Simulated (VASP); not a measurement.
Si5Ge: single point with PBE

Si5Ge:

```
Si Ge
1.0
     3.87312    0.00000    0.00000
    -1.93656    3.35422    0.00000
     0.00000    0.00000    9.48482
Si Ge
5 1
Direct
  0.00000 0.00000 0.99675
  0.66667 0.33333 0.66653
  0.33333 0.66667 0.33668
  0.66667 0.33333 0.91530
  0.33333 0.66667 0.58463
  0.00000 0.00000 0.25011
```

```
Program             : VASP 6.6.1
Task                : single point
Functional          : PBE
Potentials or basis : VASP PAW PBE potentials, release 64 (Si, Ge_d)
Cutoff              : 500 eV
k mesh              : 6 × 6 × 2
Occupations         : gaussian, width 0.01 eV
Spin                : no spin polarisation
```

| Item | Value |
| --- | --- |
| Pressure | 1.6 GPa |
| Largest force | 0.078 eV/Å |
| Band gap on the k mesh | 0.65 eV (least direct gap 1.47 eV) |

Forces in eV/Å, atoms in the order of the input:
```
Si   0.000  0.000 -0.078
Si   0.000  0.000 -0.006
Si   0.000  0.000  0.078
Si   0.000  0.000 -0.004
Si   0.000  0.000  0.011
Ge   0.000  0.000 -0.002
```

Stress tensor (GPa, compression positive):
```
1.69 0.00 0.00
0.00 1.69 0.00
0.00 0.00 1.31
```

Levels at points of the mesh, in eV from the valence-band top:
```tsv
k point	band 13	band 14	band 15	band 16	band 17	band 18	band 19	band 20	band 21	band 22
(0.00, 0.00, 0.00)	-0.98	-0.98	-0.04	0.00	0.00	1.47	1.49	2.50	2.50	2.55
(0.50, 0.00, 0.00)	-2.92	-2.90	-2.80	-1.89	-1.77	0.65	0.74	1.88	2.10	3.96
(0.00, 0.50, 0.00)	-2.92	-2.90	-2.80	-1.89	-1.77	0.65	0.74	1.88	2.10	3.96
(0.50, 0.50, 0.00)	-2.92	-2.90	-2.80	-1.89	-1.77	0.65	0.74	1.88	2.10	3.96
(0.00, 0.00, 0.50)	-1.29	-0.60	-0.60	-0.36	-0.36	1.27	2.09	2.14	3.06	3.06
(0.50, 0.00, 0.50)	-3.65	-2.68	-2.56	-1.26	-1.26	0.91	1.17	1.26	2.63	2.80
(0.00, 0.50, 0.50)	-3.65	-2.68	-2.56	-1.26	-1.26	0.91	1.17	1.26	2.63	2.80
(0.50, 0.50, 0.50)	-3.65	-2.68	-2.56	-1.26	-1.26	0.91	1.17	1.26	2.63	2.80
```

It took 80 s on 1 thread of Intel(R) Xeon(R) Platinum 8488C (Sapphire Rapids) (shared host), peak memory 0.28 GiB.

A k mesh can miss the band edges.
